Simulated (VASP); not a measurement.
# Ge (P6_3/mmc) in VASP: a series of runs, part 2 of 2

VASP 6.6.1. The steps go on from the part before.

## (3) Single point, PBEsol

This run uses another cell than the first one, of 24.92 Å³/atom.

Input file INCAR:

```
  ALGO = Normal
  EDIFF = 1E-6
  ENCUT = 520
  GGA = PS
  ISIF = 2
  ISMEAR = 0
  LASPH = True
  LCHARG = True
  LELF = True
  LREAL = False
  LVHAR = True
  LWAVE = False
  NBANDS = 21
  NELM = 100
  PREC = Accurate
  SIGMA = 0.1
```

Input file KPOINTS:

```
k-points
0
Gamma
  6 6 4
```

Input file POSCAR:

```
Ge
1.0
    3.2853008098      0.0000000000      0.0000000000
   -1.6426504049      2.8451539603      0.0000000000
    0.0000000000      0.0000000000      5.3322172022
Ge
2
Direct
    0.3333333333      0.6666666667      0.2500000000
    0.6666666667      0.3333333333      0.7500000000
```

Potentials or basis: VASP PAW PBE potentials, release 64 (Ge_d).

On the command line:

```bash
> cat potpaw_PBE.64/Ge_d/POTCAR > POTCAR
> mpirun -np 1 vasp_std > vasp.out
```

OUTCAR:

```text
EDIFF = 1E-6
   ENCUT = 520
   GGA = PS
   ISIF = 2
   ISMEAR = 0
   LASPH = True
   LREAL = False
   NELM = 100
   PREC = Accurate

 ion  position               nearest neighbor table
   1  0.333  0.667  0.250-
   2  0.667  0.333  0.750-

  LATTYP: Found a hexagonal cell.
 ALAT       =     3.2853008098
 C/A-ratio  =     1.6230529595

  Lattice vectors:

 A1 = (   3.2853008098,   0.0000000000,   0.0000000000)
 A2 = (  -1.6426504049,   2.8451539603,   0.0000000000)
 A3 = (   0.0000000000,   0.0000000000,   5.3322172022)

Analysis of symmetry for initial positions (statically):
=====================================================================
 Subroutine PRICEL returns:
 Original cell was already a primitive cell.

 Routine SETGRP: Setting up the symmetry group for a
 hexagonal supercell.

 Subroutine GETGRP returns: Found 24 space group operations
 (whereof 12 operations were pure point group operations)
[... 155 lines left out ...]
  ---------------------------------------------------
  ext. energy  EPLUGINS =         0.00000000
  ---------------------------------------------------
  free energy    TOTEN  =        -8.62411736 eV

  energy without entropy =       -8.60480059  energy(sigma->0) =       -8.61445897

 E-fermi :   3.9799     XC(G=0): -10.1129

 val. band max:        3.9765867915   @ k =   0.3333   0.0000   0.2500
 cond. band min:       4.4097286292   @ k =   0.1667   0.1667   0.2500
 fundamental gap:      0.4331418377
 Fermi energy:         3.9798539716

 k-point     1 :       0.0000    0.0000    0.0000
  band No.  band energies     occupation
      1     -20.6484      2.00000
      2     -20.6484      2.00000
      3     -20.6458      2.00000
      4     -20.6458      2.00000
      5     -20.6422      2.00000
      6     -20.6401      2.00000
[... 493 lines left out ...]
     20      13.4008      0.00000
     21      14.1060      0.00000

------------------------ aborting loop because EDIFF is reached ----------------------------------------

  FORCE on cell =-STRESS in cart. coord.  units (eV):
  Direction    XX          YY          ZZ          XY          YZ          ZX
  --------------------------------------------------------------------------------------
  -------------------------------------------------------------------------------------
  Total       -3.5348635     -3.5348635     -3.5973406      0.0000000      0.0000000      0.0000000
  in kB     -113.6303872   -113.6303872   -115.6387532      0.0000000      0.0000000      0.0000000
  external PRESSURE =    -114.2998425 kB  Pullay stress =       0.0000000 kB

 VOLUME and BASIS-vectors are now :
 -----------------------------------------------------------------------------
  energy-cutoff  :      520.00
  volume of cell :       49.84
      direct lattice vectors                 reciprocal lattice vectors
     3.285300810  0.000000000  0.000000000     0.304386130  0.175737414  0.000000000
    -1.642650405  2.845153960  0.000000000     0.000000000  0.351474828  0.000000000
     0.000000000  0.000000000  5.332217202     0.000000000  0.000000000  0.187539247

 POSITION                                       TOTAL-FORCE (eV/Angst)
 -----------------------------------------------------------------------------------
     -0.00000      1.89677      1.33305         0.000000      0.000000      0.000000
      1.64265      0.94838      3.99916        -0.000000     -0.000000      0.000000
 -----------------------------------------------------------------------------------
    total drift:                               -0.000000      0.000000      0.000000

  FREE ENERGIE OF THE ION-ELECTRON SYSTEM (eV)
  ---------------------------------------------------
  free  energy   TOTEN  =        -8.6241173629 eV

  energy  without entropy=       -8.6048005854  energy(sigma->0) =       -8.61445897
```

OSZICAR:

```text
N       E                     dE             d eps       ncg     rms          rms(c)
DAV:   1     0.183638156428E+03    0.18364E+03   -0.14786E+04   969   0.347E+03
DAV:   2     0.186311303067E+02   -0.16501E+03   -0.16039E+03   882   0.584E+02
DAV:   3    -0.776787059351E+01   -0.26399E+02   -0.26150E+02  1023   0.142E+02
DAV:   4    -0.864011138397E+01   -0.87224E+00   -0.86947E+00  1037   0.282E+01
DAV:   5    -0.865499097637E+01   -0.14880E-01   -0.14879E-01   987   0.436E+00    0.107E+00
DAV:   6    -0.863142728083E+01    0.23564E-01   -0.34914E-02  1215   0.257E+00    0.561E-01
DAV:   7    -0.862444340050E+01    0.69839E-02   -0.16988E-02  1189   0.145E+00    0.988E-02
DAV:   8    -0.862410065291E+01    0.34275E-03   -0.13236E-03  1030   0.619E-01    0.270E-02
DAV:   9    -0.862411083907E+01   -0.10186E-04   -0.18208E-05  1030   0.484E-02    0.167E-02
DAV:  10    -0.862411750208E+01   -0.66630E-05   -0.37112E-06   874   0.132E-02    0.518E-04
DAV:  11    -0.862411736288E+01    0.13920E-06   -0.17590E-07   536   0.642E-03
   1 F= -.86241174E+01 E0= -.86144590E+01  d E =-.193168E-01
```

stdout:

```text
POSCAR found type information on POSCAR Ge
 POSCAR found :  1 types and       2 ions
 scaLAPACK will be used
 -----------------------------------------------------------------------------
|                                                                             |
|                                                                             |
|     You enforced a specific xc type in the INCAR file but a different       |
|     I HOPE YOU KNOW WHAT YOU ARE DOING!                                     |
|                                                                             |
 -----------------------------------------------------------------------------

 LDA part: xc-table for (Slater+PW92), standard interpolation
 POSCAR, INCAR and KPOINTS ok, starting setup
 FFT: planning ... GRIDC
 FFT: planning ... GRID_SOFT
 FFT: planning ... GRID
 WAVECAR not read
 entering main loop
```

Wall time 11 s (1 thread of Intel Xeon Platinum 8259CL at 2.50GHz (Skylake/Cascade Lake), shared host); peak memory 0.16 GiB.

What came out:

- Free energy: -8.6241 eV
- Pressure: -11.4 GPa
- Band gap on the k mesh: zero (bands 14 and 15 overlap by 6.79 eV)

Caveat: the k points lie up to 0.37 Å⁻¹ apart, too coarse for converged energies and pressures of a metal; the PAW data sets were made with another functional, which shifts forces and pressure a little.

The gap in the log of VASP goes by the Fermi energy; the results here count the filled bands.